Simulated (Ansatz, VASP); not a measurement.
# One calculation of HC18Cl, two programs

```
CELL_PARAMETERS angstrom
7.39800 0.00000 0.00000
-3.69900 6.40686 0.00000
0.00000 0.00000 11.00000
ATOMIC_POSITIONS crystal
C 0.99963 0.99501 0.08877
C 0.21934 0.10505 0.08886
C 0.99838 0.32655 0.08882
C 0.22082 0.43766 0.08877
C 0.99732 0.66097 0.08910
C 0.22163 0.77309 0.08913
C 0.33149 0.99283 0.08913
C 0.55385 0.10408 0.08918
C 0.33059 0.32760 0.08889
C 0.55495 0.43977 0.08919
C 0.33281 0.66193 0.08907
C 0.55257 0.77171 0.08918
C 0.66356 0.99402 0.08914
C 0.88824 0.10628 0.08900
C 0.66612 0.32858 0.08916
C 0.88598 0.43864 0.08903
C 0.66485 0.65953 0.08919
C 0.88731 0.77074 0.08907
Cl 0.01805 0.19666 0.41053
H 0.96822 0.18827 0.29677
```

Alike in both runs: functional PBE; dispersion D3(BJ); k mesh 2 × 2 × 1; occupations fermi-dirac, width 0.02 eV; no spin polarisation.

Ansatz relaxed the structure, and its values are those at the end. VASP's run is a single point on that final structure, the one shown.

```csv
,VASP,Ansatz
version,VASP 6.6.1,Ansatz 0.2.0
potentials or method,"VASP PAW PBE potentials, release 64 (C, Cl, H), cutoff 520 eV","scalar-relativistic, plane waves, PAW"
valence electrons in the cell,80,80
```

|  | VASP | Ansatz | Ansatz less VASP |
| --- | --- | --- | --- |
| rms of the force components (eV/Å) | 0.029 | 0.011 | -0.0175 |

Ansatz's warnings: xc potential rough in thin density.

The k mesh is coarse, so the values compare programs but aren't converged.
